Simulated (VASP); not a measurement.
## Zr3Sb4: relaxation of cell and atoms with PBE

The system is Zr3Sb4.

```xyz
7
Lattice="5.7252 0.0000 0.0000 0.0000 5.7252 0.0000 0.0000 0.0000 5.7252" Properties=species:S:1:pos:R:3 pbc="T T T"
Zr    0.0000    0.0000    2.8626
Zr    2.8626    0.0000    0.0000
Zr    0.0000    2.8626    0.0000
Sb    1.6276    4.0975    1.6276
Sb    4.0975    1.6276    1.6276
Sb    1.6276    1.6276    4.0975
Sb    4.0975    4.0975    4.0975
```

The cell was generated, and may not be a known phase.

```yaml
Program: VASP 6.6.1
Task: relaxation of cell and atoms
Functional: PBE
Potentials_or_basis: VASP PAW PBE potentials, release 64 (Zr_sv, Sb)
Cutoff: 600 eV
k_mesh: 4 × 4 × 4
Occupations: gaussian, width 0.1 eV
Spin: no spin polarisation
Dipole_correction: no
Further_INCAR_settings: ALGO = Normal; EDIFF = 1e-06; IBRION = 2; EDIFFG = -0.04; NSW = 90; ISIF = 3
```

```
Relaxed volume                        : 35.67 Å³/atom
Relaxed cell                          : a = 6.297 Å, b = 6.297 Å, c = 6.297 Å, α = 90.00°, β = 90.00°, γ = 90.00°
Space group after relaxing (to 0.1 Å) : P-43m (No. 215)
Energy gained by relaxing             : 402.1 meV/atom
Ionic steps                           : 8
Pressure after relaxing               : -0.1 GPa
Band gap on the k mesh                : 0.70 eV (least direct gap 0.78 eV)
```

Forces in eV/Å, atoms in the order of the input:
```
Zr   0.000  0.000  0.000
Zr   0.000  0.000  0.000
Zr   0.000  0.000  0.000
Sb   0.001 -0.001  0.001
Sb  -0.001  0.001  0.001
Sb   0.001  0.001 -0.001
Sb  -0.001 -0.001 -0.001
```

The path:
```
step  energy change (eV)  largest force (eV/Å)  pressure (GPa)  volume (Å³)
   1              0.0000                2.0204           20.87       187.66
   2             -0.4728                1.6553           -8.03       299.38
   3             -2.6959                0.4553           -0.31       236.53
   4             -2.6994                0.4061            0.07       234.95
   5             -2.6995                0.3732            0.32       233.94
   6             -2.7252                0.3195            0.26       235.48
   7             -2.7801                0.1836            0.13       240.15
   8             -2.8146                0.0024           -0.05       249.67
```

Final structure:
```
Zr Sb
1.0
     6.29682    0.00000    0.00000
     0.00000    6.29682    0.00000
     0.00000    0.00000    6.29682
Zr Sb
3 4
Direct
  0.00000 0.00000 0.50000
  0.50000 0.00000 0.00000
  0.00000 0.50000 0.00000
  0.27419 0.72581 0.27419
  0.72581 0.27419 0.27419
  0.27419 0.27419 0.72581
  0.72581 0.72581 0.72581
```

Levels at points of the mesh, in eV from the valence-band top:
```
           k point  band 26  band 27  band 28  band 29  band 30  band 31
(0.00, 0.00, 0.00)    -0.27    -0.27    -0.27     1.22     1.22     1.22
(0.50, 0.00, 0.00)    -0.52    -0.14    -0.14     0.74     1.03     1.03
(0.50, 0.50, 0.00)    -0.52    -0.08    -0.08     1.08     1.36     1.36
(0.50, 0.50, 0.50)    -0.25    -0.25    -0.25     1.52     1.73     1.73
```

It took 5.5 min on 1 thread of Intel(R) Xeon(R) 6975P-C (Granite Rapids), with other jobs on the host, peak memory 0.36 GiB.

Caveat: the volume moved by over 15 % at a fixed basis, so the end points are rough; semilocal functionals underestimate gaps, and a narrow one can read as zero; spin-orbit coupling is left out, which moves the levels of the heavy elements. A k mesh can miss the band edges.
